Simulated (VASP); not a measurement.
# Pb (Im-3m) in VASP: single point with PBE

Aim: the single point of Pb with PBE.

Program: VASP 6.6.1. These are calculated values, not measurements. Logs are shortened: lines on timing, memory, paths and dates and some standing lists are left out, and cuts for length are marked.

## Step 1: The cell of the first run

It takes space group Im-3m (No. 229, cubic). Conventional cell: a = 3.948 Å, b = 3.948 Å, c = 3.948 Å, α = 90.00°, β = 90.00°, γ = 90.00°. Pb (site symmetry m-3m) has 14 Pb at 3.42 to 3.95 Å within 4.5 Å.

## Step 2: Single point, PBE

The input, INCAR:

```
ALGO     = Normal         # electronic algorithm
EDIFF    = 1E-6           # SCF threshold, eV
ENCUT    = 520            # plane-wave cutoff, eV
GGA      = PE             # functional
ISIF     = 2              # what is computed and relaxed
ISMEAR   = 0              # smearing method
LASPH    = T              # aspherical terms in the spheres
LCHARG   = F              # write CHGCAR
LREAL    = F              # projectors in reciprocal space
LWAVE    = F              # write WAVECAR
NBANDS   = 13             # bands
NELM     = 100            # most SCF steps
PREC     = Accurate       # precision mode
SIGMA    = 0.05           # smearing width, eV
```

The input, KPOINTS:

```
k-points
0
Gamma
  16 16 16
```

The input, POSCAR:

```
Pb
1.0
   -1.9741532940      1.9741532940      1.9741532940
    1.9741532940     -1.9741532940      1.9741532940
    1.9741532940      1.9741532940     -1.9741532940
Pb
1
Direct
    0.0000000000      0.0000000000      0.0000000000
```

Potentials or basis: VASP PAW PBE potentials, release 64 (Pb_d).

The run is started by

```
> cat potpaw_PBE.64/Pb_d/POTCAR > POTCAR
> mpirun -np 1 vasp_std > vasp.out
```

OUTCAR:

```text
EDIFF = 1E-6
   ENCUT = 520
   GGA = PE
   ISIF = 2
   ISMEAR = 0
   LASPH = T
   LREAL = F
   NELM = 100
   PREC = Accurate

 ion  position               nearest neighbor table
   1  0.000  0.000  0.000-

  LATTYP: Found a body centered cubic cell.
 ALAT       =     3.9483065880

  Lattice vectors:

 A1 = (  -1.9741532940,   1.9741532940,   1.9741532940)
 A2 = (   1.9741532940,  -1.9741532940,   1.9741532940)
 A3 = (   1.9741532940,   1.9741532940,  -1.9741532940)

Analysis of symmetry for initial positions (statically):
=====================================================================
 Subroutine PRICEL returns:
 Original cell was already a primitive cell.

 Routine SETGRP: Setting up the symmetry group for a
 body centered cubic supercell.

 Subroutine GETGRP returns: Found 48 space group operations
 (whereof 48 operations were pure point group operations)
 out of a pool of 48 trial point group operations.

The static configuration has the point symmetry O_h .

Analysis of symmetry for dynamics (positions and initial velocities):
=====================================================================
 Subroutine PRICEL returns:
 Original cell was already a primitive cell.

 Routine SETGRP: Setting up the symmetry group for a
 body centered cubic supercell.

 Subroutine GETGRP returns: Found 48 space group operations
 (whereof 48 operations were pure point group operations)
 out of a pool of 48 trial point group operations.

The dynamic configuration has the point symmetry O_h .

 Subroutine INISYM returns: Found 48 space group operations
 (whereof 48 operations are pure point group operations),
 and found     1 'primitive' translations

----------------------------------------------------------------------------------------

                                     Primitive cell

  volume of cell :      30.7753

  direct lattice vectors                    reciprocal lattice vectors
    -1.974153294  1.974153294  1.974153294     0.000000000  0.253273138  0.253273138
     1.974153294 -1.974153294  1.974153294     0.253273138  0.000000000  0.253273138
     1.974153294  1.974153294 -1.974153294     0.253273138  0.253273138  0.000000000

  length of vectors
     3.419333807  3.419333807  3.419333807     0.358182307  0.358182307  0.358182307

  position of ions in fractional coordinates (direct lattice)
     0.000000000  0.000000000  0.000000000

  ion indices of the primitive-cell ions
   primitive index   ion index
                 1           1

----------------------------------------------------------------------------------------

 KPOINTS: k-points

Automatic generation of k-mesh.
 Grid dimensions read from file:
 generate k-points for:   16   16   16

 Generating k-lattice:

  Cartesian coordinates                     Fractional coordinates (reciprocal lattice)
     0.000000000  0.015829571  0.015829571     0.062500000  0.000000000  0.000000000
     0.015829571  0.000000000  0.015829571     0.000000000  0.062500000  0.000000000
     0.015829571  0.015829571  0.000000000     0.000000000  0.000000000  0.062500000

  Length of vectors
     0.022386394  0.022386394  0.022386394

  Shift w.r.t. Gamma in fractional coordinates (k-lattice)
     0.000000000  0.000000000  0.000000000

 Subroutine IBZKPT returns following result:
 ===========================================

 Found    145 irreducible k-points:

 Following reciprocal coordinates:
            Coordinates               Weight
  0.000000  0.000000  0.000000      1.000000
  0.062500  0.000000  0.000000     12.000000
  0.125000  0.000000  0.000000     12.000000
  0.187500  0.000000  0.000000     12.000000
  0.250000  0.000000  0.000000     12.000000
  0.312500  0.000000  0.000000     12.000000
[... 16 lines left out ...]
  0.187500  0.187500  0.000000     24.000000
  0.250000  0.187500  0.000000     48.000000
 [... further k-points ...]
   k-points           NKPTS =    145   k-points in BZ     NKDIM =    145   number of bands    NBANDS=     13
   number of dos      NEDOS =    301   number of ions     NIONS =      1
   total plane-waves  NPLWV =  21952
   dimension x,y,z NGX =    28 NGY =   28 NGZ =   28
   dimension x,y,z NGXF=    56 NGYF=   56 NGZF=   56
   ions per type =               1
   NGX,Y,Z   is equivalent  to a cutoff of  13.61, 13.61, 13.61 a.u.
   NGXF,Y,Z  is equivalent  to a cutoff of  27.23, 27.23, 27.23 a.u.
 SYSTEM =  unknown system
   PREC   = accura    normal or accurate (medium, high low for compatibility)
   ISTART =      0    job   : 0-new  1-cont  2-samecut
   ICHARG =      2    charge: 1-file 2-atom 10-const
   ISPIN  =      1    spin polarized calculation?
   LNONCOLLINEAR =      F non collinear calculations
   LSORBIT =      F    spin-orbit coupling
   LASPH  =      T    aspherical Exc in radial PAW
   ENCUT  =  520.0 eV  38.22 Ry    6.18 a.u.   6.36  6.36  6.36*2*pi/ulx,y,z
   NELM   =    100;   NELMIN=  2; NELMDL= -5     # of ELM steps
   EDIFF  = 0.1E-05   stopping-criterion for ELM
   LREAL  =      F    real-space projection
   EDIFFG = 0.1E-04   stopping-criterion for IOM
   NSW    =      0    number of steps for IOM
   IBRION =     -1    ionic relax: 0-MD 1-quasi-New 2-CG
   NFREE  =      0    steps in history (QN), initial steepest desc. (CG)
   ISIF   =      2    stress and relaxation
   ISYM   =      2    0-nonsym 1-usesym 2-fastsym
   POTIM  = 0.5000    time-step for ionic-motion
   TEBEG  =    0.0;   TEEND  =   0.0 temperature during run
   PSTRESS=    0.0 pullay stress
   NELECT =      14.0000    total number of electrons
   NUPDOWN=      -1.0000    fix difference up-down
   EMIN   =  10.00;   EMAX   =-10.00  energy-range for DOS
   EFERMI =   0.00;   METHOD = LEGACY
   ISMEAR =     0;   SIGMA  =   0.05  broadening in eV -4-tet -1-fermi 0-gaus
   EFERMI_NEDOS =   21; number of points for ismear=-14 and -15
   IALGO  =     38    algorithm
   IMIX   =      4    mixing-type and parameters
     AMIX     =   0.40;   BMIX     =  1.00
     AMIX_MAG =   1.60;   BMIX_MAG =  1.00
  volume/ion in A,a.u.               =      30.78       207.68
  Fermi-wavevector in a.u.,A,eV,Ry     =   1.259070  2.379298 21.568744  1.585258
  Thomas-Fermi vector in A             =   2.392648
   LORBIT       =      0    0 simple, 1 ext, 2 COOP (PROOUT), +10 PAW based schemes
   GGA     = PE    functional components
   LHFCALC =     F    Hartree Fock is set to
   AEXX    =    0.0000 exact exchange contribution
   IVDW    =     0    specifies the selected vdW correction
   LEPSILON=     F    determine dielectric tensor
   LRPA    =     F    only Hartree local field effects (RPA)
 non-spin polarized calculation
 Gauss-broadening in eV      SIGMA  =   0.05
  energy-cutoff  :      520.00
  volume of cell :       30.78
 maximum number of plane-waves:       856
 NGX is ok and might be reduce to    28
   NGX = 13   NGY = 13   NGZ = 13

 number of electron      14.0000004 magnetization

 Free energy of the ion-electron system (eV)
  ---------------------------------------------------
  ext. energy  EPLUGINS =         0.00000000
  ---------------------------------------------------
  free energy    TOTEN  =        -3.51701098 eV

  energy without entropy =       -3.51625136  energy(sigma->0) =       -3.51663117

 E-fermi :   7.1850     XC(G=0): -10.1170

 val. band max:        7.1481515578   @ k =   0.5000   0.5000   0.3750
 cond. band min:       7.1989786150   @ k =  -0.3125   0.3125   0.2500
 fundamental gap:      0.0508270572
 Fermi energy:         7.1850059061

 k-point     1 :       0.0000    0.0000    0.0000
  band No.  band energies     occupation
      1     -10.0008      2.00000
      2     -10.0008      2.00000
      3     -10.0008      2.00000
      4      -9.7707      2.00000
      5      -9.7707      2.00000
      6      -4.5406      2.00000
      7      14.6310      0.00000
      8      14.6310      0.00000
      9      14.6310      0.00000
     10      18.2081      0.00000
     11      18.2081      0.00000
     12      18.2081      0.00000
     13      18.7647      0.00000

 k-point     2 :       0.0625    0.0000    0.0000
  band No.  band energies     occupation
      1     -10.0039      2.00000
      2      -9.9969      2.00000
      3      -9.9873      2.00000
      4      -9.7743      2.00000
      5      -9.7711      2.00000
      6      -4.4623      2.00000
      7      13.7591      0.00000
      8      14.3565      0.00000
      9      14.5262      0.00000
     10      17.6267      0.00000
     11      17.9849      0.00000
     12      18.1149      0.00000
     13      19.3343      0.00000

 k-point     3 :       0.1250    0.0000    0.0000
  band No.  band energies     occupation
      1     -10.0127      2.00000
      2      -9.9869      2.00000
      3      -9.9485      2.00000
      4      -9.7836      2.00000
      5      -9.7720      2.00000
      6      -4.2273      2.00000
      7      12.0023      0.00000
      8      13.6946      0.00000
      9      14.2214      0.00000
     10      16.7858      0.00000
     11      17.5392      0.00000
     12      18.0592      0.00000
     13      20.0765      0.00000
[... 305 lines left out ...]
 k-point    23 :       0.1875    0.1875    0.0000
  band No.  band energies     occupation
      1     -10.0307      2.00000
      2      -9.9609      2.00000
      3      -9.8115      2.00000
      4      -9.7903      2.00000
      5      -9.7523      2.00000
      6      -2.4721      2.00000
      7       6.9082      2.00000
      8       9.4486      0.00000
      9      12.1718      0.00000
     10      16.7727      0.00000
     11      17.3202      0.00000
     12      19.8801      0.00000
     13      21.3659      0.00000

 k-point    24 :       0.2500    0.1875    0.0000
  band No.  band energies     occupation
      1     -10.0370      2.00000
      2      -9.9494      2.00000
      3      -9.8072      2.00000
      4      -9.7938      2.00000
      5      -9.7190      2.00000
      6      -1.7774      2.00000
      7       5.7310      2.00000
      8       8.5145      0.00000
      9      11.7843      0.00000
     10      16.6220      0.00000
     11      17.7915      0.00000
     12      20.1032      0.00000
     13      22.4025      0.00000

 [... further k-points ...]
[... 5 lines left out ...]
  --------------------------------------------------------------------------------------
  -------------------------------------------------------------------------------------
  Total        0.2866927      0.2866927      0.2866927      0.0000000      0.0000000      0.0000000
  in kB       14.9253541     14.9253541     14.9253541      0.0000000      0.0000000      0.0000000
  external PRESSURE =      14.9253541 kB  Pullay stress =       0.0000000 kB

 VOLUME and BASIS-vectors are now :
 -----------------------------------------------------------------------------
  energy-cutoff  :      520.00
  volume of cell :       30.78
      direct lattice vectors                 reciprocal lattice vectors
    -1.974153294  1.974153294  1.974153294     0.000000000  0.253273138  0.253273138
     1.974153294 -1.974153294  1.974153294     0.253273138  0.000000000  0.253273138
     1.974153294  1.974153294 -1.974153294     0.253273138  0.253273138  0.000000000

 POSITION                                       TOTAL-FORCE (eV/Angst)
 -----------------------------------------------------------------------------------
      0.00000      0.00000      0.00000        -0.000000     -0.000000      0.000000
 -----------------------------------------------------------------------------------
    total drift:                               -0.000000     -0.000000      0.000000

  FREE ENERGIE OF THE ION-ELECTRON SYSTEM (eV)
  ---------------------------------------------------
  free  energy   TOTEN  =        -3.5170109848 eV

  energy  without entropy=       -3.5162513615  energy(sigma->0) =       -3.51663117
```

It took 23 s on 1 thread of Intel Xeon Platinum 8559C (Emerald Rapids), shared host; peak memory 0.19 GiB.

Results:

| Item | Value |
| --- | --- |
| Free energy | -3.5170 eV |
| Pressure | 1.5 GPa |
| Band gap on the k mesh | zero (band 7 reaches 14.63 eV, above the bottom of band 8 at 5.18 eV) |

Caveat: spin-orbit coupling is left out, which moves the levels of the heavy elements.
